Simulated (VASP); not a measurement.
A run of VASP 6.6.1 is set up as follows.

The input INCAR:

```
PREC = Accurate
ENCUT = 520
EDIFF = 1E-7
ISMEAR = 0
SIGMA = 0.1
LREAL = F
LASPH = T
NELM = 100
ALGO = Normal
ISIF = 2
LWAVE = F
LCHARG = T
GGA = PS
LELF = T
LVHAR = T
NBANDS = 14
```

Contents of KPOINTS:

```
Automatic mesh
0
Gamma
  16 16 14
```

Contents of POSCAR:

```
AlNi
1.0
    1.9596477325     -1.9596477325      0.0000000000
    1.9596477325      1.9596477325      0.0000000000
    0.0000000000      0.0000000000      2.7784889093
Al Ni
1 1
Direct
    0.0000000000      0.0000000000      0.0000000000
    0.5000000000      0.5000000000      0.5000000000
```

Potentials or basis: VASP PAW PBE potentials, release 64 (Al, Ni).

The run is started by

```sh
$ cat potpaw_PBE.64/Al/POTCAR potpaw_PBE.64/Ni/POTCAR > POTCAR
$ mpirun -np 1 vasp_std > vasp.out
```

Task: Predict the pressure.

Result: 20.1 GPa.

Task: What does it give for the band gap on the k mesh?

Result: Zero (an odd number of electrons rules out a gap without spin polarisation).

Caveat: the cell stands under pressure; the PAW data sets were made with another functional, which shifts forces and pressure a little. Spin polarisation is off, so any magnetic state and its effect on volume and gap are missing.
